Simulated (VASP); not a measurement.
Wanted: the native input for a VASP 6.6.1 run.

```yaml
Task: single point
Functional: PBE
Potentials_or_basis: VASP PAW PBE potentials, release 64 (S)
Cutoff: 520 eV
k_mesh: 18 × 18 × 10
Occupations: gaussian, width 0.1 eV
Spin: no spin polarisation
Dipole_correction: no
Further_INCAR_settings: ALGO = Normal; EDIFF = 1e-06; NBANDS = 9
```

The structure of S lies in POSCAR:

```
S
1.0
    2.3233450209      0.0000000000      0.0000000000
    0.0000000000      2.3233450209      0.0000000000
    0.0000000000      0.0000000000      4.3670837213
S
1
Direct
    0.0000000000      0.0000000000      0.0000000000
```

This cell differs from its parent crystal: O replaced by S, lengths x 1.355, strained.

One way to write it, as run:

INCAR

```
PREC     = Accurate       # precision mode
ENCUT    = 520            # plane-wave cutoff, eV
EDIFF    = 1E-6           # SCF threshold, eV
ISMEAR   = 0              # smearing method
SIGMA    = 0.1            # smearing width, eV
LREAL    = False          # projectors in reciprocal space
LASPH    = True           # aspherical terms in the spheres
NELM     = 60             # most SCF steps
ALGO     = Normal         # electronic algorithm
ISIF     = 2              # what is computed and relaxed
LWAVE    = False          # write WAVECAR
LCHARG   = False          # write CHGCAR
GGA      = PE             # functional
NBANDS   = 9              # bands
```

KPOINTS

```
Automatic mesh
0
Gamma
  18 18 10
```

Potentials or basis: VASP PAW PBE potentials, release 64 (S).

Command:

```bash
$ cat potpaw_PBE.64/S/POTCAR > POTCAR
$ mpirun -np 1 vasp_std > vasp.out
```

It gave:

```
Pressure               : 3.3 GPa
Band gap on the k mesh : zero (band 3 reaches 8.13 eV, above the bottom of band 4 at 2.13 eV)
```

Caveat: the cell differs from its parent crystal (O replaced by S, lengths x 1.355, strained).

It took 24 s on 1 thread of Intel(R) Xeon(R) Platinum 8488C (Sapphire Rapids) (shared host), peak memory 0.16 GiB.
